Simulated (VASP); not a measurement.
A run of VASP 6.6.1:

File INCAR:

```
SYSTEM = InP
PREC = Accurate
ENCUT = 520
EDIFF = 1E-6
ISMEAR = 0
SIGMA = 0.05
LREAL = .FALSE.
LASPH = .TRUE.
NELM = 60
ALGO = Normal
ISIF = 2
LWAVE = .FALSE.
LCHARG = .TRUE.
LELF = .TRUE.
LVHAR = .TRUE.
NBANDS = 16
```

Contents of KPOINTS:

```
Automatic mesh
0
G
  6 6 6
  0 0 0
```

Contents of POSCAR:

```
InP
1.0
    0.0000000000      2.7500000000      2.7500000000
    2.7500000000      0.0000000000      2.7500000000
    2.7500000000      2.7500000000      0.0000000000
In P
1 1
Direct
    0.0000000000      0.0000000000      0.0000000000
    0.5000000000      0.5000000000      0.5000000000
```

Potentials or basis: VASP PAW LDA potentials, release 64 (In_d, P).

Run with:

```bash
$ cat potpaw_LDA.64/In_d/POTCAR potpaw_LDA.64/P/POTCAR > POTCAR
$ mpirun -np 1 vasp_std > vasp.out
```

Hardware: 1 thread of Intel(R) Xeon(R) Platinum 8259CL CPU @ 2.50GHz (Skylake/Cascade Lake), with other jobs on the host.

Question: How long does it take, and how much memory?

Answer: It took 14 s on 1 thread of Intel(R) Xeon(R) Platinum 8259CL CPU @ 2.50GHz (Skylake/Cascade Lake) (shared host), peak memory 0.14 GiB. Counts: scf iterations 11, k points 16.
